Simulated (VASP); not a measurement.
Wanted: the native input for a VASP 6.6.1 run.

```
Task                   : single point
Functional             : PBE
Potentials or basis    : VASP PAW PBE potentials, release 64 (Hf_pv, Si, O)
Cutoff                 : 520 eV
k mesh                 : 4 × 4 × 4
Occupations            : gaussian, width 0.1 eV
Spin                   : no spin polarisation
Dipole correction      : no
Further INCAR settings : ALGO = Normal; EDIFF = 1e-07; NBANDS = 47
```

The structure of HfSi3O8 lies in POSCAR:

```
HfSi3O8
1.0
    4.4367187100      0.0000000000      0.0000000000
    0.0000000000      4.4367187100      0.0000000000
    0.0000000000      0.0000000000      6.9969357600
Hf Si O
1 3 8
Direct
    0.5000000000      0.5000000000      0.5000000000
    0.0000000000      0.0000000000      0.0000000000
    0.5000000000      0.0000000000      0.7500000000
    0.0000000000      0.5000000000      0.2500000000
    0.3766199900      0.7500000000      0.6250000000
    0.8766199900      0.2500000000      0.1250000000
    0.7500000000      0.8766199900      0.8750000000
    0.2500000000      0.3766199900      0.3750000000
    0.6233800100      0.2500000000      0.6250000000
    0.1233800100      0.7500000000      0.1250000000
    0.2500000000      0.1233800100      0.8750000000
    0.7500000000      0.6233800100      0.3750000000
```

These files were run (other wordings do the same):

INCAR

```
SYSTEM = HfSi3O8
  PREC = Accurate
  ENCUT = 520
  EDIFF = 1E-7
  ISMEAR = 0
  SIGMA = 0.1
  LREAL = .False.
  LASPH = .True.
  NELM = 100
  ALGO = Normal
  ISIF = 2
  LWAVE = .False.
  LCHARG = .False.
  GGA = PE
  NBANDS = 47
```

KPOINTS

```
Automatic mesh
0
Gamma
  4 4 4
  0 0 0
```

Potentials or basis: VASP PAW PBE potentials, release 64 (Hf_pv, Si, O).

The run is started by

```console
$ cat potpaw_PBE.64/Hf_pv/POTCAR potpaw_PBE.64/Si/POTCAR potpaw_PBE.64/O/POTCAR > POTCAR
$ mpirun -np 1 vasp_std > vasp.out
```

It gave:

| Property | Result |
| --- | --- |
| Pressure | 131.7 GPa |
| Largest force | 31.793 eV/Å |
| Band gap on the k mesh | 5.65 eV, indirect (least direct gap 5.93 eV) |

Caveat: spin-orbit coupling is left out, which moves the levels of the heavy elements; forces of over 1 eV/Å act on the atoms, so gaps and moduli don't describe the material at rest.

Wall time 120 s on 1 thread of Intel Xeon 6975P-C, on a shared host, peak memory 0.31 GiB.
